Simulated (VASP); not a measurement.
Runs of VASP 6.6.1 on Si2TeS3. The structure is that of space group P6/mmm (No. 191), or close to it. The cells are those of the table. The cell was generated, and may not be a known phase.

```tsv
task	cell	k mesh	cutoff (eV)	gap on the mesh (eV)	pressure (GPa)	relaxed volume (Å³/atom)
relaxation of cell and atoms	relaxed from a = 5.723, b = 5.723, c = 4.654 Å, angles 90.0, 90.0, 120.0°, 6 atoms	6 × 6 × 4	600	none	0.0	19.09
relaxation of cell and atoms	relaxed from a = 5.258, b = 5.258, c = 4.792 Å, angles 90.0, 90.0, 120.0°, 6 atoms	12 × 12 × 8	600	none	0.0	19.11
single point	a = 5.723, b = 5.723, c = 4.654 Å, angles 90.0, 90.0, 120.0°, 6 atoms	6 × 6 × 4	520	none	-6.9	-
single point	a = 5.199, b = 5.199, c = 4.899 Å, angles 90.0, 90.0, 120.0°, 6 atoms	12 × 12 × 8	520	none	(a)	-
single point	a = 5.258, b = 5.258, c = 4.792 Å, angles 90.0, 90.0, 120.0°, 6 atoms	6 × 6 × 4	520	none	0.0	-
```

Alike in all rows: level PBE; potentials or basis VASP PAW PBE potentials, release 64 (Si, Te, S); no spin polarisation; smearing gaussian 0.1 eV.

**Question.** Fill in the values left out.

**Answer.** (a) -0.1.

Caveats: spin-orbit coupling is left out, which moves the levels of the heavy elements; the cell stands under tension (at least some runs).

A k mesh can miss the band edges, and the runs leave out spin-orbit coupling on Te.

A gap of «none» marks levels without a gap at the run's occupations.
